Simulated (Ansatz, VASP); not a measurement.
**Sn: VASP beside Ansatz**

The input INCAR:

```
PREC = Accurate ; ENCUT = 520
EDIFF = 1E-6 ; ISMEAR = -1
SIGMA = 0.1 ; LREAL = F
LASPH = T ; NELM = 100
ALGO = Normal ; ISIF = 2
LWAVE = F ; LCHARG = F
GGA = PE ; NBANDS = 28
```

Contents of KPOINTS:

```
Automatic mesh
0
Gamma
  8 8 11
```

File POSCAR:

```
Sn
1.0
    5.4095135730      0.0000000000      0.0000000000
   -2.7047567865      4.6847761764      0.0000000000
    0.0000000000      0.0000000000      3.2983530367
Sn
3
Direct
    0.0000000000      0.0000000000      0.0000000000
    0.3333333333      0.6666666667      0.5000000000
    0.6666666667      0.3333333333      0.5000000000
```

Input for Ansatz:

```yaml
crystal:
  lattice:
    - [5.409513573, 0.0, 0.0]
    - [-2.7047567865, 4.6847761764, 0.0]
    - [0.0, 0.0, 3.2983530367]
  atoms:
    - { symbol: Sn, position: [0.0, 0.0, 0.0] }
    - { symbol: Sn, position: [0.3333333333, 0.6666666667, 0.5] }
    - { symbol: Sn, position: [0.6666666667, 0.3333333333, 0.5] }
hamiltonian:
  xc: pbe
  pseudopotentials:
    kind: paw
    azcp:
      Sn: "pseudopotentials/Sn.paw.azcp"
basis:
  ecutwfc: 420
  fft_grid_basis: typed
kpoints:
  mp_grid: { grid: [8, 8, 11], shift: [0, 0, 0] }
magnetization:
  spin_polarized: false
scf:
  occupations: { method: fermi_dirac, width: 0.1 }
  lower_state_search: "off"
output:
  stress: true
```

Alike in both runs: task single point; functional PBE; k mesh 8 × 8 × 11; occupations fermi-dirac, width 0.1 eV; no spin polarisation.

|  | VASP | Ansatz |
| --- | --- | --- |
| version | VASP 6.6.1 | Ansatz 0.2.0 |
| potentials or method | VASP PAW PBE potentials, release 64 (Sn_d), cutoff 520 eV | plane waves (420 eV) with PAW, scalar-relativistic |
| valence electrons in the cell | 42 | 42 |

VASP gave:

```
pressure (GPa)                                                : 0.3
traceless stress, the component that is largest in VASP (GPa) : -1.69
```

Task: Estimate Ansatz's values.

Result: Pressure (GPa): 0.4; traceless stress, the component that is largest in VASP (GPa): -1.70.
